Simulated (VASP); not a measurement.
The system is CsPtS.

```
Cs Pt S
1.0
     4.72264    0.00000    0.00000
    -2.36132    4.08992    0.00000
     0.00000    0.00000    5.15521
Cs Pt S
1 1 1
Direct
  0.00000 0.00000 0.00000
  0.66667 0.33333 0.50000
  0.33333 0.66667 0.50000
```

| Item | Value |
| --- | --- |
| Program | VASP 6.6.1 |
| Task | relaxation of cell and atoms |
| Functional | PBE |
| Potentials or basis | VASP PAW PBE potentials, release 64 (Cs_sv, Pt, S) |
| Cutoff | 600 eV |
| k mesh | 6 × 6 × 4 |
| Occupations | gaussian, width 0.1 eV |
| Spin | collinear spin, ferromagnetic start |
| Starting moments | [0.0, 1.0, 0.0] μB |

At the start: pressure -6.5 GPa; volume 33.19 Å³/atom.

Task: How do energy, volume and symmetry change on relaxing?

Result: Over 8 steps the energy falls by 385.4 meV/atom and the volume is 27.49 Å³/atom (-17.2 %); space group P-6m2 (No. 187, to 0.05 Å); moment 0.00 μB per cell.

The path:
```
step  energy change (eV)  largest force (eV/Å)  pressure (GPa)  volume (Å³)
   1              0.0000                0.0000           -6.52        99.57
   2             -0.9483                0.0000           -0.80        80.99
   3             -1.0013                0.0000            2.14        77.12
   4             -1.1230                0.0000            1.31        79.41
   5             -1.1384                0.0000            0.96        82.20
   6             -1.1518                0.0000            1.00        81.13
   7             -1.1536                0.0000           -0.70        83.56
   8             -1.1563                0.0000            0.02        82.48
```

Final structure:
```xyz
3
Lattice="4.0806 0.0000 0.0000 -2.0403 3.5339 0.0000 0.0000 0.0000 5.7199" Properties=species:S:1:pos:R:3 pbc="T T T"
Cs    0.0000    0.0000    0.0000
Pt    2.0403    1.1780    2.8599
S     0.0000    2.3559    2.8599
```

Caveat: the volume moved by over 15 % at a fixed basis, so the end points are rough.
